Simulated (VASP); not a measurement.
## Be3TeSe2: single point with PBE

Crystal: Be3TeSe2.

```
CELL_PARAMETERS angstrom
4.80381 0.00000 0.00000
0.00000 4.80381 0.00000
0.00000 0.00000 4.65660
ATOMIC_POSITIONS crystal
Be 0.50000 0.50000 0.86412
Be 0.00000 0.00000 0.61783
Be 0.00000 0.00000 0.12047
Te 0.50000 0.50000 0.36476
Se 0.50000 0.00000 0.87116
Se 0.00000 0.50000 0.87116
```

```json
{
  "Program": "VASP 6.6.1",
  "Task": "single point",
  "Functional": "PBE",
  "Potentials or basis": "VASP PAW PBE potentials, release 64 (Be, Te, Se)",
  "Cutoff": "600 eV",
  "k mesh": "3 × 3 × 2",
  "Occupations": "gaussian, width 0.15 eV",
  "Spin": "no spin polarisation"
}
```

The pressure is 0.1 GPa. The largest force is 0.042 eV/Å. The band gap on the k mesh is zero (band 12 reaches 5.72 eV, above the bottom of band 13 at 4.24 eV).

Forces in eV/Å, atoms in the order of the input:
```
Be   0.000  0.000  0.033
Be   0.000  0.000 -0.018
Be   0.000  0.000  0.037
Te   0.000  0.000  0.033
Se   0.000  0.000 -0.042
Se   0.000  0.000 -0.042
```

Levels at points of the mesh, in eV from the Fermi level:
```
           k point  band 10  band 11  band 12  band 13  band 14  band 15
(0.00, 0.00, 0.00)    -1.24    -0.62    -0.13     0.05     0.05     1.97
(0.00, 0.00, 0.50)    -2.06    -1.68    -1.68    -0.85     0.53     3.36
```

Wall time 22 s on 1 thread of Intel(R) Xeon(R) Platinum 8488C (Sapphire Rapids), with other jobs on the host, peak memory 0.24 GiB.

Caveat: the k points lie up to 0.67 Å⁻¹ apart; spin-orbit coupling is left out, which moves the levels of the heavy elements.
